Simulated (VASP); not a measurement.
Here is a VASP 6.6.1 calculation.

File INCAR:

```
SYSTEM = GaN
ALGO = Normal ; EDIFF = 1E-6
ENCUT = 520 ; GGA = CA
ISIF = 2 ; ISMEAR = -1
LASPH = .True. ; LCHARG = .False.
LREAL = .False. ; LWAVE = .False.
NBANDS = 16 ; NELM = 80
PREC = Accurate ; SIGMA = 0.05
```

File KPOINTS:

```
k-points
0
Gamma
  11 11 11
  0 0 0
```

File POSCAR:

```
GaN
1.0
    0.0000000000      2.1063769354      2.1063769354
    2.1063769354      0.0000000000      2.1063769354
    2.1063769354      2.1063769354      0.0000000000
Ga N
1 1
Direct
    0.0000000000      0.0000000000      0.0000000000
    0.5000000000      0.5000000000      0.5000000000
```

Potentials or basis: VASP PAW LDA potentials, release 64 (Ga_d, N).

Command:

```sh
$ cat potpaw_LDA.64/Ga_d/POTCAR potpaw_LDA.64/N/POTCAR > POTCAR
$ mpirun -np 1 vasp_std > vasp.out
```

Problem. Estimate the pressure.

Solution. -4.1 GPa.

Problem. What does it give for the band gap on the k mesh?

Solution. 0.62 eV, indirect (least direct gap 2.96 eV).

A k mesh can miss the band edges. LDA gaps usually lie below the measured ones, often by a third to a half.
